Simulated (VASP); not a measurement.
Wanted: the native input for a VASP 6.6.1 run.

- Task: single point
- Functional: LDA
- Potentials or basis: VASP PAW LDA potentials, release 64 (C)
- Cutoff: 520 eV
- k mesh: 12 × 12 × 4
- Occupations: fermi-dirac, width 0.05 eV
- Spin: no spin polarisation
- Dipole correction: no
- Further INCAR settings: ALGO = Normal; EDIFF = 1e-06; NBANDS = 26

The structure of C lies in POSCAR:

```
C
1.0
    2.4880133891      0.0000000000      0.0000000000
   -1.2440066945      2.1546827999      0.0000000000
    0.0000000000      0.0000000000      8.1257741910
C
8
Direct
    0.6666666667      0.3333333333      0.8437500000
    0.3333333333      0.6666666667      0.3437500000
    0.6666666667      0.3333333333      0.6562500000
    0.3333333333      0.6666666667      0.1562500000
    0.0000000000      0.0000000000      0.9062500000
    0.0000000000      0.0000000000      0.4062500000
    0.0000000000      0.0000000000      0.5937500000
    0.0000000000      0.0000000000      0.0937500000
```

One way to write it, as run:

INCAR

```
  PREC = Accurate
  ENCUT = 520
  EDIFF = 1E-6
  ISMEAR = -1
  SIGMA = 0.05
  LREAL = F
  LASPH = T
  NELM = 60
  ALGO = Normal
  ISIF = 2
  LWAVE = F
  LCHARG = F
  GGA = CA
  NBANDS = 26
```

KPOINTS

```
Automatic mesh
0
Gamma
  12 12 4
```

Potentials or basis: VASP PAW LDA potentials, release 64 (C).

Command:

```bash
$ cat potpaw_LDA.64/C/POTCAR > POTCAR
$ mpirun -np 1 vasp_std > vasp.out
```

It gave:

The pressure is 7.7 GPa, the largest force is 0.359 eV/Å and the band gap on the k mesh is 4.48 eV, indirect (least direct gap 5.22 eV).

It took 32 s on 1 thread of AMD EPYC 9R45 96-Core Processor (Zen 5), on a shared host, peak memory 0.13 GiB.
